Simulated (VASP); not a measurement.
# SiC (I-4m2) in VASP: a series of runs

The runs below take SiC through single point, with r2SCAN.

Program: VASP 6.6.1. These are calculated values, not measurements. Logs are shortened: lines on timing, memory, paths and dates and some standing lists are left out, and cuts for length are marked.

**1. The cell of the first run**

It takes space group I-4m2 (No. 119, tetragonal). The conventional cell has a = 3.075 Å, b = 3.075 Å, c = 4.576 Å, α = 90.00°, β = 90.00°, γ = 90.00°. Si (site symmetry -4m2) has 4 C at 1.92 Å within 2.5 Å. C (site symmetry -4m2) has 4 Si at 1.92 Å within 2.5 Å.

**2. Single point, r2SCAN (strain +0.0525 x Voigt [0, 1, 0, 0, 0, 0])**

Input file POSCAR:

```
SiC
1.0
    0.0000000000      2.2881350000      2.1740000000
    2.1740000000      0.0000000000      2.1740000000
    2.1740000000      2.2881350000      0.0000000000
Si C
1 1
Direct
    0.0000000000      0.0000000000      0.0000000000
    0.7500000000      0.7500000000      0.7500000000
```

Input file INCAR.step1:

```
PREC     = Accurate       # precision mode
ENCUT    = 520            # plane-wave cutoff, eV
ISMEAR   = 0              # smearing method
SIGMA    = 0.05           # smearing width, eV
LREAL    = False          # projectors in reciprocal space
LASPH    = True           # aspherical terms in the spheres
NELM     = 80             # most SCF steps
NBANDS   = 11             # bands
GGA      = PE             # functional
ALGO     = Normal         # electronic algorithm
EDIFF    = 1E-4           # SCF threshold, eV
LWAVE    = True           # write WAVECAR
LCHARG   = False          # write CHGCAR
```

Input file INCAR.step2:

```
PREC     = Accurate       # precision mode
ENCUT    = 520            # plane-wave cutoff, eV
EDIFF    = 1E-7           # SCF threshold, eV
ISMEAR   = 0              # smearing method
SIGMA    = 0.05           # smearing width, eV
LREAL    = False          # projectors in reciprocal space
LASPH    = True           # aspherical terms in the spheres
NELM     = 80             # most SCF steps
ALGO     = Normal         # electronic algorithm
ISIF     = 2              # what is computed and relaxed
LWAVE    = False          # write WAVECAR
LCHARG   = False          # write CHGCAR
METAGGA  = R2SCAN         # meta-GGA
LMIXTAU  = True         
NBANDS   = 11             # bands
ISTART   = 1
```

Input file KPOINTS:

```
regular mesh
0
Gamma
  12 12 12
```

Potentials or basis: VASP PAW PBE potentials, release 64 (Si, C).

Started as:

```console
cat potpaw_PBE.64/Si/POTCAR potpaw_PBE.64/C/POTCAR > POTCAR
cp INCAR.step1 INCAR
mpirun -np 1 vasp_std > vasp.out
cp INCAR.step2 INCAR
mpirun -np 1 vasp_std > vasp.out
```

OUTCAR:

```text
PREC = Accurate
   ENCUT = 520
   EDIFF = 1E-7
   ISMEAR = 0
   LREAL = False
   LASPH = True
   NELM = 80
   ISIF = 2
   METAGGA = R2SCAN
   ISTART = 1

 ion  position               nearest neighbor table
   1  0.000  0.000  0.000-   2 1.92   2 1.92   2 1.92   2 1.92
   2  0.750  0.750  0.750-   1 1.92   1 1.92   1 1.92   1 1.92

  LATTYP: Found a body centered tetragonal cell.
 ALAT       =     3.0745002846
 C/A-ratio  =     1.4884597744

  Lattice vectors:

 A1 = (   0.0000000000,  -2.2881350000,   2.1740000000)
 A2 = (   0.0000000000,  -2.2881350000,  -2.1740000000)
 A3 = (   2.1740000000,   2.2881350000,   0.0000000000)

Analysis of symmetry for initial positions (statically):
=====================================================================
 Subroutine PRICEL returns:
 Original cell was already a primitive cell.

 Routine SETGRP: Setting up the symmetry group for a
 body centered tetragonal supercell.

 Subroutine GETGRP returns: Found  8 space group operations
 (whereof  8 operations were pure point group operations)
 out of a pool of 16 trial point group operations.

The static configuration has the point symmetry D_2d.

Analysis of symmetry for dynamics (positions and initial velocities):
=====================================================================
 Subroutine PRICEL returns:
 Original cell was already a primitive cell.

 Routine SETGRP: Setting up the symmetry group for a
 body centered tetragonal supercell.

 Subroutine GETGRP returns: Found  8 space group operations
 (whereof  8 operations were pure point group operations)
 out of a pool of 16 trial point group operations.

The dynamic configuration has the point symmetry D_2d.

 Subroutine INISYM returns: Found  8 space group operations
 (whereof  8 operations are pure point group operations),
 and found     1 'primitive' translations

----------------------------------------------------------------------------------------

                                     Primitive cell

  volume of cell :      21.6287

  direct lattice vectors                    reciprocal lattice vectors
     0.000000000  2.288135000  2.174000000    -0.229990800  0.218518575  0.229990800
     2.174000000  0.000000000  2.174000000     0.229990800 -0.218518575  0.229990800
     2.174000000  2.288135000  0.000000000     0.229990800  0.218518575 -0.229990800

  length of vectors
     3.156237915  3.074500285  3.156237915     0.391844235  0.391844235  0.391844235

  position of ions in fractional coordinates (direct lattice)
     0.000000000  0.000000000  0.000000000
     0.750000000  0.750000000  0.750000000

  ion indices of the primitive-cell ions
   primitive index   ion index
                 1           1
                 2           2

----------------------------------------------------------------------------------------

 KPOINTS: regular mesh

Automatic generation of k-mesh.
 Grid dimensions read from file:
 generate k-points for:   12   12   12

 Generating k-lattice:

  Cartesian coordinates                     Fractional coordinates (reciprocal lattice)
    -0.019165900  0.018209881  0.019165900     0.083333333  0.000000000 -0.000000000
     0.019165900 -0.018209881  0.019165900     0.000000000  0.083333333  0.000000000
     0.019165900  0.018209881 -0.019165900    -0.000000000  0.000000000  0.083333333

  Length of vectors
     0.032653686  0.032653686  0.032653686

  Shift w.r.t. Gamma in fractional coordinates (k-lattice)
     0.000000000  0.000000000  0.000000000

 Subroutine IBZKPT returns following result:
 ===========================================

 Found    163 irreducible k-points:

 Following reciprocal coordinates:
            Coordinates               Weight
  0.000000  0.000000  0.000000      1.000000
  0.083333  0.000000  0.000000      8.000000
  0.166667  0.000000  0.000000      8.000000
  0.250000  0.000000  0.000000      8.000000
  0.333333  0.000000  0.000000      8.000000
  0.416667  0.000000  0.000000      8.000000
[... 16 lines left out ...]
  0.500000  0.166667 -0.000000     16.000000
 -0.416667  0.166667  0.000000     16.000000
 [... further k-points ...]
   k-points           NKPTS =    163   k-points in BZ     NKDIM =    163   number of bands    NBANDS=     11
   number of dos      NEDOS =    301   number of ions     NIONS =      2
   total plane-waves  NPLWV =  13824
   dimension x,y,z NGX =    24 NGY =   24 NGZ =   24
   dimension x,y,z NGXF=    48 NGYF=   48 NGZF=   48
   ions per type =               1   1
   NGX,Y,Z   is equivalent  to a cutoff of  12.64, 12.98, 12.64 a.u.
   NGXF,Y,Z  is equivalent  to a cutoff of  25.28, 25.95, 25.28 a.u.
 SYSTEM =  unknown system
   PREC   = accura    normal or accurate (medium, high low for compatibility)
   ISTART =      1    job   : 0-new  1-cont  2-samecut
   ICHARG =      0    charge: 1-file 2-atom 10-const
   ISPIN  =      1    spin polarized calculation?
   LNONCOLLINEAR =      F non collinear calculations
   LSORBIT =      F    spin-orbit coupling
   LASPH  =      T    aspherical Exc in radial PAW
   ENCUT  =  520.0 eV  38.22 Ry    6.18 a.u.   5.87  5.72  5.87*2*pi/ulx,y,z
   NELM   =     80;   NELMIN=  2; NELMDL=  0     # of ELM steps
   EDIFF  = 0.1E-06   stopping-criterion for ELM
   LREAL  =      F    real-space projection
   EDIFFG = 0.1E-05   stopping-criterion for IOM
   NSW    =      0    number of steps for IOM
   IBRION =     -1    ionic relax: 0-MD 1-quasi-New 2-CG
   NFREE  =      0    steps in history (QN), initial steepest desc. (CG)
   ISIF   =      2    stress and relaxation
   ISYM   =      2    0-nonsym 1-usesym 2-fastsym
   POTIM  = 0.5000    time-step for ionic-motion
   TEBEG  =    0.0;   TEEND  =   0.0 temperature during run
   PSTRESS=    0.0 pullay stress
   NELECT =       8.0000    total number of electrons
   NUPDOWN=      -1.0000    fix difference up-down
   EMIN   =  10.00;   EMAX   =-10.00  energy-range for DOS
   EFERMI =   0.00;   METHOD = LEGACY
   ISMEAR =     0;   SIGMA  =   0.05  broadening in eV -4-tet -1-fermi 0-gaus
   EFERMI_NEDOS =   21; number of points for ismear=-14 and -15
   IALGO  =     38    algorithm
   IMIX   =      4    mixing-type and parameters
     AMIX     =   0.40;   BMIX     =  1.00
     AMIX_MAG =   1.60;   BMIX_MAG =  1.00
  volume/ion in A,a.u.               =      10.81        72.98
  Fermi-wavevector in a.u.,A,eV,Ry     =   1.175153  2.220718 18.789451  1.380986
  Thomas-Fermi vector in A             =   2.311539
   LORBIT       =      0    0 simple, 1 ext, 2 COOP (PROOUT), +10 PAW based schemes
   METAGGA = R2SCAN    functional components
   LHFCALC =     F    Hartree Fock is set to
   AEXX    =    0.0000 exact exchange contribution
   IVDW    =     0    specifies the selected vdW correction
   LEPSILON=     F    determine dielectric tensor
   LRPA    =     F    only Hartree local field effects (RPA)
 non-spin polarized calculation
 Gauss-broadening in eV      SIGMA  =   0.05
  energy-cutoff  :      520.00
  volume of cell :       21.63
 maximum number of plane-waves:       604
   NGX = 11   NGY = 11   NGZ = 11

 number of electron       8.0000001 magnetization

 Free energy of the ion-electron system (eV)
  ---------------------------------------------------
  ext. energy  EPLUGINS =         0.00000000
  ---------------------------------------------------
  free energy    TOTEN  =       -19.26223346 eV

  energy without entropy =      -19.26223346  energy(sigma->0) =      -19.26223346

 E-fermi :   7.8614     XC(G=0): -11.7397

 val. band max:        7.6356279280   @ k =   0.0000   0.0000   0.0000
 cond. band min:       9.1123799412   @ k =   0.5000   0.5000   0.0000
 fundamental gap:      1.4767520132
 Fermi energy:         7.8613724589

 k-point     1 :       0.0000    0.0000    0.0000
  band No.  band energies     occupation
      1      -8.3313      2.00000
      2       7.2477      2.00000
      3       7.6356      2.00000
      4       7.6356      2.00000
      5      13.7536      0.00000
      6      14.9851      0.00000
      7      14.9851      0.00000
      8      15.1317      0.00000
      9      21.5634      0.00000
     10      23.2364      0.00000
     11      24.2646      0.00000

 k-point     2 :       0.0833    0.0000    0.0000
  band No.  band energies     occupation
      1      -8.1953      2.00000
      2       6.7049      2.00000
      3       7.3089      2.00000
      4       7.5535      2.00000
      5      14.0372      0.00000
      6      15.0452      0.00000
      7      15.1776      0.00000
      8      15.3872      0.00000
      9      20.9756      0.00000
     10      22.4169      0.00000
     11      24.5298      0.00000

 k-point     3 :       0.1667    0.0000    0.0000
  band No.  band energies     occupation
      1      -7.7918      2.00000
      2       5.0586      2.00000
      3       6.9819      2.00000
      4       7.3503      2.00000
      5      13.9223      0.00000
      6      15.4829      0.00000
      7      15.6067      0.00000
      8      16.1906      0.00000
      9      20.4663      0.00000
     10      21.4332      0.00000
     11      23.9911      0.00000

 k-point     4 :       0.2500    0.0000    0.0000
  band No.  band energies     occupation
      1      -7.1382      2.00000
      2       3.1120      2.00000
      3       6.6367      2.00000
      4       7.1123      2.00000
      5      13.5169      0.00000
      6      15.5415      0.00000
      7      15.8815      0.00000
      8      17.2735      0.00000
      9      20.9213      0.00000
     10      21.2778      0.00000
     11      23.4414      0.00000
[... 239 lines left out ...]
 k-point    22 :       0.4167    0.1667   -0.0000
  band No.  band energies     occupation
      1      -5.4820      2.00000
      2       0.8994      2.00000
      3       5.1752      2.00000
      4       5.5812      2.00000
      5      12.5159      0.00000
      6      15.5694      0.00000
      7      16.9150      0.00000
      8      17.4959      0.00000
      9      21.6266      0.00000
     10      25.2329      0.00000
     11      26.4155      0.00000

 k-point    23 :       0.5000    0.1667   -0.0000
  band No.  band energies     occupation
      1      -4.6645      2.00000
      2      -0.3646      2.00000
      3       4.7972      2.00000
      4       5.5850      2.00000
      5      12.5224      0.00000
      6      15.4333      0.00000
      7      16.8694      0.00000
      8      18.4503      0.00000
      9      21.9772      0.00000
     10      25.4192      0.00000
     11      26.6788      0.00000

 k-point    24 :      -0.4167    0.1667    0.0000
  band No.  band energies     occupation
      1      -4.5430      2.00000
      2      -0.5376      2.00000
      3       4.5097      2.00000
      4       5.7915      2.00000
      5      12.7760      0.00000
      6      15.3253      0.00000
      7      16.6177      0.00000
      8      19.1949      0.00000
      9      22.3650      0.00000
     10      23.6692      0.00000
     11      26.5516      0.00000

 [... further k-points ...]

------------------------ aborting loop because EDIFF is reached ----------------------------------------

  FORCE on cell =-STRESS in cart. coord.  units (eV):
  Direction    XX          YY          ZZ          XY          YZ          ZX
  --------------------------------------------------------------------------------------
  -------------------------------------------------------------------------------------
  Total       -0.6123195     -2.7170517     -0.6123195     -0.0000000      0.0000000      0.0000000
  in kB      -45.3584251   -201.2694055    -45.3584251     -0.0000000      0.0000000      0.0000000
  external PRESSURE =     -97.3287519 kB  Pullay stress =       0.0000000 kB

 VOLUME and BASIS-vectors are now :
 -----------------------------------------------------------------------------
  energy-cutoff  :      520.00
  volume of cell :       21.63
      direct lattice vectors                 reciprocal lattice vectors
     0.000000000  2.288135000  2.174000000    -0.229990800  0.218518575  0.229990800
     2.174000000  0.000000000  2.174000000     0.229990800 -0.218518575  0.229990800
     2.174000000  2.288135000  0.000000000     0.229990800  0.218518575 -0.229990800

 POSITION                                       TOTAL-FORCE (eV/Angst)
 -----------------------------------------------------------------------------------
      0.00000      0.00000      0.00000         0.000000      0.000000      0.000000
      3.26100      3.43220      3.26100         0.000000     -0.000000      0.000000
 -----------------------------------------------------------------------------------
    total drift:                               -0.000000      0.000002     -0.000000

  FREE ENERGIE OF THE ION-ELECTRON SYSTEM (eV)
  ---------------------------------------------------
  free  energy   TOTEN  =       -19.2622334587 eV

  energy  without entropy=      -19.2622334587  energy(sigma->0) =      -19.26223346
```

It took 2.1 min on 1 thread of AMD EPYC 7R13 (Zen 3), shared host; peak memory 0.14 GiB.

Results:

```yaml
Free_energy: -19.2622 eV
Pressure: -9.7 GPa
Band_gap_on_the_k_mesh: 1.48 eV (least direct gap 4.95 eV)
```

Stress tensor (GPa, compression positive):
```
 -4.54   0.00   0.00
  0.00 -20.13   0.00
  0.00   0.00  -4.54
```

Caveat: the cell differs from its parent crystal (strain +0.0525 x Voigt [0, 1, 0, 0, 0, 0]); the cell stands under tension; the PAW data sets were made with another functional, which shifts forces and pressure a little. A k mesh can miss the band edges.

[end of part 1 of 2]
